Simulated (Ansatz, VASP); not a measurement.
**Two plane-wave programs on Al9H**

Contents of INCAR:

```
SYSTEM = Al9H
PREC     = Accurate       ! precision mode
ENCUT    = 520            ! plane-wave cutoff, eV
EDIFF    = 1E-7           ! SCF threshold, eV
ISMEAR   = 0              ! smearing method
SIGMA    = 0.1            ! smearing width, eV
LREAL    = Auto         
LASPH    = .True.         ! aspherical terms in the spheres
NELM     = 80             ! most SCF steps
ALGO     = Normal         ! electronic algorithm
ISIF     = 2              ! what is computed and relaxed
LWAVE    = .False.        ! write WAVECAR
LCHARG   = .False.        ! write CHGCAR
LDIPOL   = .True.       
IDIPOL   = 3            
DIPOL    = 0.5 0.5 0.300
GGA      = PE             ! functional
NBANDS   = 44             ! bands
```

The input KPOINTS:

```
Automatic mesh
0
Gamma
  5 3 1
  0 0 0
```

The input POSCAR:

```
Al9H
1.0
    5.7086446660      0.0000000000      0.0000000000
   -1.4271611665      9.7033329366      0.0000000000
    0.0000000000      0.0000000000     22.7902708839
Al H
18 2
Direct
    0.2662242802      0.0648971207      0.1755134908
    0.7662242802      0.0648971207      0.1755134908
    0.3354843969      0.3419375876      0.2192156219
    0.8354843969      0.3419375876      0.2192156219
    0.1493364202      0.5973456810      0.2279560482
    0.6493364202      0.5973456810      0.2279560482
    0.4631884436      0.8527537744      0.2366964744
    0.9631884436      0.8527537744      0.2366964744
    0.0319869115      0.1277383811      0.2808269846
    0.5319869115      0.1277383811      0.2808269846
    0.0997952748      0.4042696946      0.3301089530
    0.5997952748      0.4042696946      0.3301089530
    0.4144272444      0.6597110304      0.3369829646
    0.9144272444      0.6597110304      0.3369829646
    0.2263180843      0.9111292163      0.3449343063
    0.7263180843      0.9111292163      0.3449343063
    0.2962616061      0.1814597108      0.3857027821
    0.7962616061      0.1814597108      0.3857027821
    0.6062804321      0.3484674428      0.4616123669
    0.6062804321      0.5008983157      0.4616123669
```

Input for Ansatz:

```yaml
crystal:
  lattice:
    - [5.708644666, 0.0, 0.0]
    - [-1.4271611665, 9.7033329366, 0.0]
    - [0.0, 0.0, 22.7902708839]
  atoms:
    - { symbol: Al, position: [0.2662242802, 0.0648971207, 0.1755134908] }
    - { symbol: Al, position: [0.7662242802, 0.0648971207, 0.1755134908] }
    - { symbol: Al, position: [0.3354843969, 0.3419375876, 0.2192156219] }
    - { symbol: Al, position: [0.8354843969, 0.3419375876, 0.2192156219] }
    - { symbol: Al, position: [0.1493364202, 0.597345681, 0.2279560482] }
    - { symbol: Al, position: [0.6493364202, 0.597345681, 0.2279560482] }
    - { symbol: Al, position: [0.4631884436, 0.8527537744, 0.2366964744] }
    - { symbol: Al, position: [0.9631884436, 0.8527537744, 0.2366964744] }
    - { symbol: Al, position: [0.0319869115, 0.1277383811, 0.2808269846] }
    - { symbol: Al, position: [0.5319869115, 0.1277383811, 0.2808269846] }
    - { symbol: Al, position: [0.0997952748, 0.4042696946, 0.330108953] }
    - { symbol: Al, position: [0.5997952748, 0.4042696946, 0.330108953] }
    - { symbol: Al, position: [0.4144272444, 0.6597110304, 0.3369829646] }
    - { symbol: Al, position: [0.9144272444, 0.6597110304, 0.3369829646] }
    - { symbol: Al, position: [0.2263180843, 0.9111292163, 0.3449343063] }
    - { symbol: Al, position: [0.7263180843, 0.9111292163, 0.3449343063] }
    - { symbol: Al, position: [0.2962616061, 0.1814597108, 0.3857027821] }
    - { symbol: Al, position: [0.7962616061, 0.1814597108, 0.3857027821] }
    - { symbol: H, position: [0.6062804321, 0.3484674428, 0.4616123669] }
    - { symbol: H, position: [0.6062804321, 0.5008983157, 0.4616123669] }
basis:
  ecutwfc: 420
kpoints:
  mp_grid: { grid: [5, 3, 1] }
hamiltonian:
  xc: pbe
scf:
  occupations: { method: gaussian, width: 0.1 }
output:
  forces: true
  eigenvalues: true
efield:
  axis: 3
  dipole_correction: true
  ramp_width: 0.04
```

Alike in both runs: task single point; functional PBE; k mesh 5 × 3 × 1; occupations gaussian, width 0.1 eV; no spin polarisation.

|  | VASP | Ansatz |
| --- | --- | --- |
| version | VASP 6.6.1 | Ansatz 0.2.0 |
| potentials or method | VASP PAW PBE potentials, release 64 (Al, H), cutoff 520 eV | scalar-relativistic, plane waves, PAW |
| valence electrons in the cell | 56 | 56 |

VASP gave:

| Quantity | Value |
| --- | --- |
| gap on the k mesh at the Fermi level (eV) | none |
| rms of the force components (eV/Å) | 0.531 |

Which values does Ansatz return?

gap on the k mesh at the Fermi level (eV): none; rms of the force components (eV/Å): 0.530.

Atom by atom the forces differ by 0.001 eV/Å (rms over components). A gap of «none» marks a metal or a gap that the smearing closes. With one functional, cell and mesh, what is left measures potentials, basis and numerics.
